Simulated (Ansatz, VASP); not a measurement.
## Si2N in VASP and in Ansatz

```
Si N
1.0
     7.29907    0.00000    0.00000
     0.00000    2.80468    0.00000
     0.00000    0.00000    8.18200
Si N
8 4
Cartesian
  0.9068 2.1035 7.7507
  4.5563 2.1035 4.5223
  6.3923 0.7012 0.4313
  2.7427 0.7012 3.6597
  0.6877 0.7012 4.9220
  6.6114 2.1035 3.2600
  2.9619 2.1035 0.8310
  4.3372 0.7012 7.3510
  0.7708 2.1035 6.0205
  4.4204 2.1035 6.2525
  6.5283 0.7012 2.1615
  2.8787 0.7012 1.9295
```

Alike in both runs: functional PBE; k mesh 4 × 12 × 4; occupations gaussian, width 0.1 eV; no spin polarisation.

Ansatz relaxed the structure, and its values are those at the end. VASP's run is a single point on that final structure, the one shown.

|  | VASP | Ansatz |
| --- | --- | --- |
| version | VASP 6.6.1 | Ansatz 0.2.0 |
| potentials or method | VASP PAW PBE potentials, release 64 (Si, N), cutoff 520 eV | scalar-relativistic, plane waves, PAW |
| valence electrons in the cell | 52 | 52 |

|  | VASP | Ansatz | Ansatz less VASP |
| --- | --- | --- | --- |
| gap on the k mesh at the Fermi level (eV) | none | none | - |
| pressure (GPa) | -0.1 | 0.0 | +0.15 |
| rms of the force components (eV/Å) | 0.008 | 0.000 | -0.0071 |

A gap of «none» marks a metal or a gap that the smearing closes.
